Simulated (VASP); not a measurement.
# TiB (F-43m) in VASP: single point with r2SCAN

Aim: the single point of TiB with r2SCAN.

Everything below comes from runs of VASP 6.6.1. Logs are shortened: lines on timing, memory, paths and dates and some standing lists are left out, and cuts for length are marked.

## Step 1: The cell of the first run

It takes space group F-43m (No. 216, cubic). Conventional cell: a = 4.953 Å, b = 4.953 Å, c = 4.953 Å, α = 90.00°, β = 90.00°, γ = 90.00°. Ti (site symmetry -43m) has 4 B at 2.14 Å within 2.8 Å. B (site symmetry -43m) has 4 Ti at 2.14 Å within 2.8 Å.

## Step 2: Single point, r2SCAN

Input file POSCAR:

```
TiB
1.0
    0.0000000000      2.4762986467      2.4762986467
    2.4762986467      0.0000000000      2.4762986467
    2.4762986467      2.4762986467      0.0000000000
Ti B
1 1
Direct
    0.7500000000      0.7500000000      0.7500000000
    0.0000000000      0.0000000000      0.0000000000
```

Input file INCAR.step1:

```
PREC = Accurate ; ENCUT = 520
ISMEAR = 0 ; SIGMA = 0.05
LREAL = False ; LASPH = True
NELM = 80 ; NBANDS = 14
GGA = PE ; ALGO = Normal
EDIFF = 1E-4 ; LWAVE = True
LCHARG = False
```

Input file INCAR.step2:

```
PREC = Accurate ; ENCUT = 520
EDIFF = 1E-6 ; ISMEAR = 0
SIGMA = 0.05 ; LREAL = False
LASPH = True ; NELM = 80
ALGO = Normal ; ISIF = 2
LWAVE = False ; LCHARG = False
METAGGA = R2SCAN ; LMIXTAU = True
NBANDS = 14 ; ISTART = 1
```

Input file KPOINTS:

```
Automatic mesh
0
Gamma
  10 10 10
```

Potentials or basis: VASP PAW PBE potentials, release 64 (Ti_sv, B).

Launch:

```bash
$ cat potpaw_PBE.64/Ti_sv/POTCAR potpaw_PBE.64/B/POTCAR > POTCAR
$ cp INCAR.step1 INCAR
$ mpirun -np 1 vasp_std > vasp.out
$ cp INCAR.step2 INCAR
$ mpirun -np 1 vasp_std > vasp.out
```

OUTCAR:

```text
PREC = Accurate
   ENCUT = 520
   EDIFF = 1E-6
   ISMEAR = 0
   LREAL = False
   LASPH = True
   NELM = 80
   ISIF = 2
   METAGGA = R2SCAN
   ISTART = 1

 ion  position               nearest neighbor table
   1  0.750  0.750  0.750-   2 2.14   2 2.14   2 2.14   2 2.14
   2  0.000  0.000  0.000-   1 2.14   1 2.14   1 2.14   1 2.14

  LATTYP: Found a face centered cubic cell.
 ALAT       =     4.9525972934

  Lattice vectors:

 A1 = (   0.0000000000,   2.4762986467,   2.4762986467)
 A2 = (   2.4762986467,   0.0000000000,   2.4762986467)
 A3 = (   2.4762986467,   2.4762986467,   0.0000000000)

Analysis of symmetry for initial positions (statically):
=====================================================================
 Subroutine PRICEL returns:
 Original cell was already a primitive cell.

 Routine SETGRP: Setting up the symmetry group for a
 face centered cubic supercell.

 Subroutine GETGRP returns: Found 24 space group operations
 (whereof 24 operations were pure point group operations)
 out of a pool of 48 trial point group operations.

The static configuration has the point symmetry T_d .

Analysis of symmetry for dynamics (positions and initial velocities):
=====================================================================
 Subroutine PRICEL returns:
 Original cell was already a primitive cell.

 Routine SETGRP: Setting up the symmetry group for a
 face centered cubic supercell.

 Subroutine GETGRP returns: Found 24 space group operations
 (whereof 24 operations were pure point group operations)
 out of a pool of 48 trial point group operations.

The dynamic configuration has the point symmetry T_d .

 Subroutine INISYM returns: Found 24 space group operations
 (whereof 24 operations are pure point group operations),
 and found     1 'primitive' translations

----------------------------------------------------------------------------------------

                                     Primitive cell

  volume of cell :      30.3696

  direct lattice vectors                    reciprocal lattice vectors
     0.000000000  2.476298647  2.476298647    -0.201914256  0.201914256  0.201914256
     2.476298647  0.000000000  2.476298647     0.201914256 -0.201914256  0.201914256
     2.476298647  2.476298647  0.000000000     0.201914256  0.201914256 -0.201914256

  length of vectors
     3.502015131  3.502015131  3.502015131     0.349725751  0.349725751  0.349725751

  position of ions in fractional coordinates (direct lattice)
     0.750000000  0.750000000  0.750000000
     0.000000000  0.000000000  0.000000000

  ion indices of the primitive-cell ions
   primitive index   ion index
                 1           1
                 2           2

----------------------------------------------------------------------------------------

 KPOINTS: Automatic mesh

Automatic generation of k-mesh.
 Grid dimensions read from file:
 generate k-points for:   10   10   10

 Generating k-lattice:

  Cartesian coordinates                     Fractional coordinates (reciprocal lattice)
    -0.020191426  0.020191426  0.020191426     0.100000000  0.000000000  0.000000000
     0.020191426 -0.020191426  0.020191426     0.000000000  0.100000000  0.000000000
     0.020191426  0.020191426 -0.020191426     0.000000000  0.000000000  0.100000000

  Length of vectors
     0.034972575  0.034972575  0.034972575

  Shift w.r.t. Gamma in fractional coordinates (k-lattice)
     0.000000000  0.000000000  0.000000000

 Subroutine IBZKPT returns following result:
 ===========================================

 Found     47 irreducible k-points:

 Following reciprocal coordinates:
            Coordinates               Weight
  0.000000  0.000000  0.000000      1.000000
  0.100000  0.000000  0.000000      8.000000
  0.200000  0.000000  0.000000      8.000000
  0.300000  0.000000  0.000000      8.000000
  0.400000  0.000000  0.000000      8.000000
  0.500000  0.000000  0.000000      4.000000
[... 16 lines left out ...]
  0.300000  0.300000  0.000000      6.000000
  0.400000  0.300000  0.000000     24.000000
 [... further k-points ...]
   k-points           NKPTS =     47   k-points in BZ     NKDIM =     47   number of bands    NBANDS=     14
   number of dos      NEDOS =    301   number of ions     NIONS =      2
   total plane-waves  NPLWV =  21952
   dimension x,y,z NGX =    28 NGY =   28 NGZ =   28
   dimension x,y,z NGXF=    56 NGYF=   56 NGZF=   56
   ions per type =               1   1
   NGX,Y,Z   is equivalent  to a cutoff of  13.29, 13.29, 13.29 a.u.
   NGXF,Y,Z  is equivalent  to a cutoff of  26.58, 26.58, 26.58 a.u.
 SYSTEM =  unknown system
   PREC   = accura    normal or accurate (medium, high low for compatibility)
   ISTART =      1    job   : 0-new  1-cont  2-samecut
   ICHARG =      0    charge: 1-file 2-atom 10-const
   ISPIN  =      1    spin polarized calculation?
   LNONCOLLINEAR =      F non collinear calculations
   LSORBIT =      F    spin-orbit coupling
   LASPH  =      T    aspherical Exc in radial PAW
   ENCUT  =  520.0 eV  38.22 Ry    6.18 a.u.   6.51  6.51  6.51*2*pi/ulx,y,z
   NELM   =     80;   NELMIN=  2; NELMDL=  0     # of ELM steps
   EDIFF  = 0.1E-05   stopping-criterion for ELM
   LREAL  =      F    real-space projection
   EDIFFG = 0.1E-04   stopping-criterion for IOM
   NSW    =      0    number of steps for IOM
   IBRION =     -1    ionic relax: 0-MD 1-quasi-New 2-CG
   NFREE  =      0    steps in history (QN), initial steepest desc. (CG)
   ISIF   =      2    stress and relaxation
   ISYM   =      2    0-nonsym 1-usesym 2-fastsym
   POTIM  = 0.5000    time-step for ionic-motion
   TEBEG  =    0.0;   TEEND  =   0.0 temperature during run
   PSTRESS=    0.0 pullay stress
   NELECT =      15.0000    total number of electrons
   NUPDOWN=      -1.0000    fix difference up-down
   EMIN   =  10.00;   EMAX   =-10.00  energy-range for DOS
   EFERMI =   0.00;   METHOD = LEGACY
   ISMEAR =     0;   SIGMA  =   0.05  broadening in eV -4-tet -1-fermi 0-gaus
   EFERMI_NEDOS =   21; number of points for ismear=-14 and -15
   IALGO  =     38    algorithm
   IMIX   =      4    mixing-type and parameters
     AMIX     =   0.40;   BMIX     =  1.00
     AMIX_MAG =   1.60;   BMIX_MAG =  1.00
  volume/ion in A,a.u.               =      15.18       102.47
  Fermi-wavevector in a.u.,A,eV,Ry     =   1.294073  2.445444 22.784668  1.674626
  Thomas-Fermi vector in A             =   2.425679
   LORBIT       =      0    0 simple, 1 ext, 2 COOP (PROOUT), +10 PAW based schemes
   METAGGA = R2SCAN    functional components
   LHFCALC =     F    Hartree Fock is set to
   AEXX    =    0.0000 exact exchange contribution
   IVDW    =     0    specifies the selected vdW correction
   LEPSILON=     F    determine dielectric tensor
   LRPA    =     F    only Hartree local field effects (RPA)
 non-spin polarized calculation
 Gauss-broadening in eV      SIGMA  =   0.05
  energy-cutoff  :      520.00
  volume of cell :       30.37
 maximum number of plane-waves:       869
 NGX is ok and might be reduce to    28
   NGX = 13   NGY = 13   NGZ = 13

 number of electron      15.0000003 magnetization

 Free energy of the ion-electron system (eV)
  ---------------------------------------------------
  ext. energy  EPLUGINS =         0.00000000
  ---------------------------------------------------
  free energy    TOTEN  =       -18.91738607 eV

  energy without entropy =      -18.91612017  energy(sigma->0) =      -18.91675312

 E-fermi :   4.6268     XC(G=0): -11.0682

 val. band max:        4.5944385634   @ k =   0.5000   0.4000   0.1000
 cond. band min:       4.6286187457   @ k =  -0.3000   0.3000   0.0000
 fundamental gap:      0.0341801823
 Fermi energy:         4.6268386626

 k-point     1 :       0.0000    0.0000    0.0000
  band No.  band energies     occupation
      1     -53.7995      2.00000
      2     -28.9742      2.00000
      3     -28.9742      2.00000
      4     -28.9742      2.00000
      5      -3.5946      2.00000
      6       3.5724      2.00000
      7       3.5724      2.00000
      8       3.5724      2.00000
      9       7.1041      0.00000
     10       7.1041      0.00000
     11      13.3774      0.00000
     12      13.5404      0.00000
     13      13.5404      0.00000
     14      13.5404      0.00000

 k-point     2 :       0.1000    0.0000    0.0000
  band No.  band energies     occupation
      1     -53.7982      2.00000
      2     -28.9872      2.00000
      3     -28.9762      2.00000
      4     -28.9762      2.00000
      5      -3.4260      2.00000
      6       3.4366      2.00000
      7       3.6416      2.00000
      8       3.6416      2.00000
      9       7.0568      0.00000
     10       7.0568      0.00000
     11      12.8715      0.00000
     12      13.4086      0.00000
     13      13.4086      0.00000
     14      13.8177      0.00000

 k-point     3 :       0.2000    0.0000    0.0000
  band No.  band energies     occupation
      1     -53.7949      2.00000
      2     -29.0214      2.00000
      3     -28.9815      2.00000
      4     -28.9815      2.00000
      5      -2.9502      2.00000
      6       3.1021      2.00000
      7       3.8084      2.00000
      8       3.8084      2.00000
      9       6.9947      0.00000
     10       6.9947      0.00000
     11      11.4931      0.00000
     12      13.0038      0.00000
     13      13.0038      0.00000
     14      14.6403      0.00000

 k-point     4 :       0.3000    0.0000    0.0000
  band No.  band energies     occupation
      1     -53.7908      2.00000
      2     -29.0634      2.00000
      3     -28.9881      2.00000
      4     -28.9881      2.00000
      5      -2.2692      2.00000
      6       2.7134      2.00000
      7       3.9706      2.00000
      8       3.9706      2.00000
      9       7.0741      0.00000
     10       7.0741      0.00000
     11       9.8797      0.00000
     12      12.3674      0.00000
     13      12.3675      0.00000
     14      15.1714      0.00000

 k-point     5 :       0.4000    0.0000    0.0000
  band No.  band energies     occupation
      1     -53.7875      2.00000
      2     -29.0971      2.00000
      3     -28.9935      2.00000
      4     -28.9934      2.00000
      5      -1.5993      2.00000
      6       2.3942      2.00000
      7       4.0527      2.00000
      8       4.0527      2.00000
      9       7.3196      0.00000
     10       7.3196      0.00000
     11       8.5867      0.00000
[... 276 lines left out ...]
 k-point    22 :      -0.2000    0.2000    0.0000
  band No.  band energies     occupation
      1     -53.7894      2.00000
      2     -29.0575      2.00000
      3     -29.0133      2.00000
      4     -28.9878      2.00000
      5      -2.0383      2.00000
      6       2.8130      2.00000
      7       3.7651      2.00000
      8       4.1613      2.00000
      9       6.6447      0.00000
     10       7.4476      0.00000
     11       9.8395      0.00000
     12      10.8840      0.00000
     13      12.6200      0.00000
     14      15.8383      0.00000

 k-point    23 :       0.3000    0.3000    0.0000
  band No.  band energies     occupation
      1     -53.7880      2.00000
      2     -29.0596      2.00000
      3     -29.0090      2.00000
      4     -29.0090      2.00000
      5      -1.8248      2.00000
      6       2.3958      2.00000
      7       4.5092      1.99912
      8       4.5092      1.99912
      9       5.8275      0.00000
     10       7.5816      0.00000
     11      10.5082      0.00000
     12      10.5082      0.00000
     13      11.2834      0.00000
     14      14.8535      0.00000

 k-point    24 :       0.4000    0.3000    0.0000
  band No.  band energies     occupation
      1     -53.7853      2.00000
      2     -29.0783      2.00000
      3     -29.0190      2.00000
      4     -29.0151      2.00000
      5      -1.2982      2.00000
      6       2.2204      2.00000
      7       4.5909      1.69013
      8       4.7681      0.00006
      9       5.8999      0.00000
     10       7.6732      0.00000
     11       9.2203      0.00000
     12       9.9213      0.00000
     13      10.7668      0.00000
     14      15.2410      0.00000

 [... further k-points ...]
[... 5 lines left out ...]
  --------------------------------------------------------------------------------------
  -------------------------------------------------------------------------------------
  Total        0.0588778      0.0588778      0.0588778      0.0000000      0.0000000      0.0000000
  in kB        3.1061547      3.1061547      3.1061547      0.0000000      0.0000000      0.0000000
  external PRESSURE =       3.1061547 kB  Pullay stress =       0.0000000 kB

 VOLUME and BASIS-vectors are now :
 -----------------------------------------------------------------------------
  energy-cutoff  :      520.00
  volume of cell :       30.37
      direct lattice vectors                 reciprocal lattice vectors
     0.000000000  2.476298647  2.476298647    -0.201914256  0.201914256  0.201914256
     2.476298647  0.000000000  2.476298647     0.201914256 -0.201914256  0.201914256
     2.476298647  2.476298647  0.000000000     0.201914256  0.201914256 -0.201914256

 POSITION                                       TOTAL-FORCE (eV/Angst)
 -----------------------------------------------------------------------------------
      3.71445      3.71445      3.71445        -0.000000      0.000000     -0.000000
      0.00000      0.00000      0.00000         0.000000     -0.000000      0.000000
 -----------------------------------------------------------------------------------
    total drift:                                0.000001      0.000001      0.000001

  FREE ENERGIE OF THE ION-ELECTRON SYSTEM (eV)
  ---------------------------------------------------
  free  energy   TOTEN  =       -18.9173860694 eV

  energy  without entropy=      -18.9161201651  energy(sigma->0) =      -18.91675312
```

It took 72 s on 1 thread of Intel Xeon 6975P-C, shared host; peak memory 0.17 GiB.

Results:

| Quantity | Value |
| --- | --- |
| Free energy | -18.9174 eV |
| Pressure | 0.3 GPa |

Caveat: the PAW data sets were made with another functional, which shifts forces and pressure a little.
